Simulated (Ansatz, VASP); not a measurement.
One calculation of P, two programs

```xyz
1
Lattice="2.4356 0.0000 0.0000 0.0000 2.4356 0.0000 0.0000 0.0000 2.4638" Properties=species:S:1:pos:R:3 pbc="T T T"
P     0.0000    0.0000    0.0000
```

Alike in both runs: functional PBE; k mesh 6 × 6 × 8; occupations gaussian, width 0.1 eV; no spin polarisation.

Ansatz relaxed the structure, and its values are those at the end. VASP's run is a single point on that final structure, the one shown.

|  | VASP | Ansatz |
| --- | --- | --- |
| version | VASP 6.6.1 | Ansatz 0.2.0 |
| potentials or method | VASP PAW PBE potentials, release 64 (P), cutoff 520 eV | scalar-relativistic, plane waves, PAW |
| valence electrons in the cell | 5 | 5 |

|  | VASP | Ansatz | Ansatz less VASP |
| --- | --- | --- | --- |
| gap on the k mesh at the Fermi level (eV) | none | none | - |
| pressure (GPa) | -0.2 | 0.1 | +0.28 |

A gap of «none» marks a metal or a gap that the smearing closes.

The k mesh is coarse, so the values compare programs but aren't converged.
